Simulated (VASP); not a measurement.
Wanted: the native input for a VASP 6.6.1 run.

```yaml
Task: single point
Functional: PBE
Potentials_or_basis: VASP PAW PBE potentials, release 64 (Yb, Os)
Cutoff: 520 eV
k_mesh: 10 × 10 × 10
Occupations: gaussian, width 0.05 eV
Spin: no spin polarisation
Dipole_correction: no
Further_INCAR_settings: ALGO = Fast; EDIFF = 1e-06; NBANDS = 23
```

The structure of YbOs lies in POSCAR:

```
YbOs
1.0
    3.3545099948      0.0000000000      0.0000000000
    0.0000000000      3.3545099948      0.0000000000
    0.0000000000      0.0000000000      3.3545099948
Yb Os
1 1
Direct
    0.0000000000      0.0000000000      0.0000000000
    0.5000000000      0.5000000000      0.5000000000
```

These files were run (other wordings do the same):

INCAR

```
PREC = Accurate
ENCUT = 520
EDIFF = 1E-6
ISMEAR = 0
SIGMA = 0.05
LREAL = False
LASPH = True
NELM = 100
ALGO = Fast
ISIF = 2
LWAVE = False
LCHARG = False
GGA = PE
NBANDS = 23
```

KPOINTS

```
Automatic mesh
0
Gamma
  10 10 10
```

Potentials or basis: VASP PAW PBE potentials, release 64 (Yb, Os).

Run with:

```bash
$ cat potpaw_PBE.64/Yb/POTCAR potpaw_PBE.64/Os/POTCAR > POTCAR
$ mpirun -np 1 vasp_std > vasp.out
```

Results of the run:

```yaml
Pressure: 0.5 GPa
Band_gap_on_the_k_mesh: zero (bands 16 and 17 overlap by 1.54 eV)
```

Caveat: spin-orbit coupling is left out, which moves the levels of the heavy elements.

Run time: 2 min on 1 thread of Intel(R) Xeon(R) Platinum 8488C (Sapphire Rapids) (shared host), peak memory 0.21 GiB.
